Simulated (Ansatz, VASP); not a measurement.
**LaScF: VASP beside Ansatz**

```
La Sc F
1.0
     3.37415    0.00000    0.00000
     0.00000    3.37415    0.00000
     0.00000    0.00000    5.60640
La Sc F
1 1 1
Direct
  0.00000 0.00000 0.50000
  0.50000 0.50000 0.00000
  0.00000 0.00000 0.00000
```

Alike in both runs: functional PBE; k mesh 6 × 6 × 4; occupations gaussian, width 0.1 eV; no spin polarisation.

Ansatz relaxed the structure, and its values are those at the end. VASP's run is a single point on that final structure, the one shown.

```csv
,VASP,Ansatz
version,VASP 6.6.1,Ansatz 0.2.0
potentials or method,"VASP PAW PBE potentials, release 64 (La, Sc_sv, F), cutoff 520 eV","scalar-relativistic, plane waves, PAW"
valence electrons in the cell,29,29
```

```tsv
	VASP	Ansatz	Ansatz less VASP
gap on the k mesh at the Fermi level (eV)	none	none	-
pressure (GPa)	0.1	0.1	-0.07
```

A gap of «none» marks a metal or a gap that the smearing closes.

Spin-orbit coupling is off throughout.
